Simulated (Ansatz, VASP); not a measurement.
# Two plane-wave programs on YB

```
CELL_PARAMETERS angstrom
3.21624 0.00000 0.00000
0.00000 3.21624 0.00000
0.00000 0.00000 3.21624
ATOMIC_POSITIONS crystal
Y 0.50000 0.50000 0.50000
B 0.00000 0.00000 0.00000
```

Alike in both runs: task relaxation of cell and atoms; functional PBE; k mesh 18 × 18 × 18; occupations gaussian, width 0.1 eV; no spin polarisation.

|  | VASP | Ansatz |
| --- | --- | --- |
| version | VASP 6.6.1 | Ansatz 0.2.0 |
| potentials or method | VASP PAW PBE potentials, release 64 (Y_sv, B), cutoff 600 eV | scalar-relativistic, plane waves, PAW |
| valence electrons in the cell | 14 | 14 |

|  | VASP | Ansatz | Ansatz less VASP |
| --- | --- | --- | --- |
| gap on the k mesh at the Fermi level, each at its own relaxed structure (eV) | none | none | - |
| relaxed volume (Å³/atom) | 16.60 | 16.62 | +0.023 |
| relaxed length of the cell vector where the two differ most in proportion (Å) | 3.214 | 3.215 | +0.0015 |

A gap of «none» marks a metal or a gap that the smearing closes.
